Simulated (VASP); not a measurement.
**SrO: single point with PBE**

SrO:

```xyz
4
Lattice="4.0181 0.0000 0.0000 -2.0090 3.4798 0.0000 0.0000 0.0000 4.8409" Properties=species:S:1:pos:R:3 pbc="T T T"
Sr    0.0000    2.3199   -0.3026
Sr    2.0090    1.1599    2.1179
O     0.0000    2.3199    2.1179
O     2.0090    1.1599    4.5384
```

This cell differs from its parent crystal: strain -5.9%.

```json
{
 "Program": "VASP 6.6.1",
 "Task": "single point",
 "Functional": "PBE",
 "Potentials or basis": "VASP PAW PBE potentials, release 64 (Sr_sv, O)",
 "Cutoff": "520 eV",
 "k mesh": "12 × 12 × 6",
 "Occupations": "fermi-dirac, width 0.02 eV",
 "Spin": "no spin polarisation"
}
```

```json
{"Pressure": "22.4 GPa", "Band gap on the k mesh": "3.12 eV, direct"}
```

Stress tensor (GPa, compression positive):
```
21.29  0.00  0.00
 0.00 21.29  0.00
 0.00  0.00 24.53
```

Levels at points of the mesh, in eV from the valence-band top:
| k point | band 14 | band 15 | band 16 | band 17 | band 18 | band 19 |
| --- | --- | --- | --- | --- | --- | --- |
| (0.00, 0.00, 0.00) | -1.13 | -0.08 | 0.00 | 3.12 | 6.41 | 6.41 |
| (0.50, 0.00, 0.00) | -0.37 | -0.28 | -0.23 | 4.50 | 4.95 | 5.14 |
| (0.00, 0.00, 0.50) | -1.51 | -1.51 | -1.51 | 4.88 | 4.88 | 8.67 |
| (0.50, 0.00, 0.50) | -1.23 | -0.50 | -0.50 | 5.24 | 5.24 | 8.05 |

Wall time 64 s on 1 thread of Intel(R) Xeon(R) 6975P-C (Granite Rapids), on a shared host, peak memory 0.25 GiB.

Caveat: the cell differs from its parent crystal (strain -5.9%). A k mesh can miss the band edges.
